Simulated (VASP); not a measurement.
Here is a VASP 6.6.1 calculation.

INCAR

```
  ALGO = Normal
  EDIFF = 1E-6
  ENCUT = 520
  GGA = RP
  ISIF = 2
  ISMEAR = -1
  LASPH = True
  LCHARG = False
  LREAL = False
  LWAVE = False
  NBANDS = 18
  NELM = 100
  PREC = Accurate
  SIGMA = 0.05
```

The input KPOINTS:

```
k-points
0
Gamma
  8 8 5
```

Contents of POSCAR:

```
PtSe2
1.0
    3.6990059583      0.0000000000      0.0000000000
   -1.8495029792      3.2034331287      0.0000000000
    0.0000000000      0.0000000000      5.0280258220
Pt Se
1 2
Direct
    0.0000000000      0.0000000000      0.0000000000
    0.6666666667      0.3333333333      0.7500000000
    0.3333333333      0.6666666667      0.2500000000
```

Potentials or basis: VASP PAW PBE potentials, release 64 (Pt, Se).

Run with:

```bash
$ cat potpaw_PBE.64/Pt/POTCAR potpaw_PBE.64/Se/POTCAR > POTCAR
$ mpirun -np 1 vasp_std > vasp.out
```

Question: Predict the largest force.

Answer: 0.916 eV/Å.

Question: Estimate the band gap on the k mesh.

Answer: Zero (band 11 reaches 7.33 eV, above the bottom of band 12 at 7.06 eV).

Question: What does it give for the pressure?

Answer: 12.9 GPa.

Stress tensor (GPa, compression positive):
```
13.89  0.00  0.00
 0.00 13.89  0.00
 0.00  0.00 10.94
```

Caveat: the PAW data sets were made with another functional, which shifts forces and pressure a little; spin-orbit coupling is left out, which moves the levels of the heavy elements.
